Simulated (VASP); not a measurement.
Wanted: the native input for a VASP 6.6.1 run.

```
Task                   : single point
Functional             : LDA
Potentials or basis    : VASP PAW LDA potentials, release 64 (Ir_sv_GW, Pt_sv_GW)
Cutoff                 : 570 eV
k mesh                 : 9 × 9 × 9
Occupations            : gaussian, width 0.1 eV
Spin                   : no spin polarisation
Dipole correction      : no
Further INCAR settings : ALGO = Normal; EDIFF = 1e-06; NBANDS = 24
```

The structure of IrPt lies in POSCAR:

```
IrPt
1.0
    4.6906161856      0.0000000000      0.0000000000
    3.8939949147      2.6150877241      0.0000000000
    3.8939949147      1.1862084584      2.3305778893
Ir Pt
1 1
Direct
    0.0000000000      0.0000000000      0.0000000000
    0.5000000000      0.5000000000      0.5000000000
```

One way to write it, as run:

INCAR

```
SYSTEM = IrPt
ALGO = Normal
EDIFF = 1E-6
ENCUT = 570
GGA_COMPAT = .FALSE.
ISIF = 2
ISMEAR = 0
LASPH = .TRUE.
LCHARG = .FALSE.
LREAL = .FALSE.
LWAVE = .FALSE.
NBANDS = 24
NELM = 120
PREC = Accurate
SIGMA = 0.1
```

KPOINTS

```
k-points
0
G
  9 9 9
  0 0 0
```

Potentials or basis: VASP PAW LDA potentials, release 64 (Ir_sv_GW, Pt_sv_GW).

The run is started by

```sh
$ cat potpaw_LDA.64/Ir_sv_GW/POTCAR potpaw_LDA.64/Pt_sv_GW/POTCAR > POTCAR
$ mpirun -np 1 vasp_std > vasp.out
```

Results of the run:

The pressure is -0.3 GPa and the band gap on the k mesh is zero (an odd number of electrons rules out a gap without spin polarisation).

Caveat: spin-orbit coupling is left out, which moves the levels of the heavy elements.

Run time: 4 min on 1 thread of AMD EPYC 7R43 64-Core Processor (Zen 3), on a shared host, peak memory 0.23 GiB.
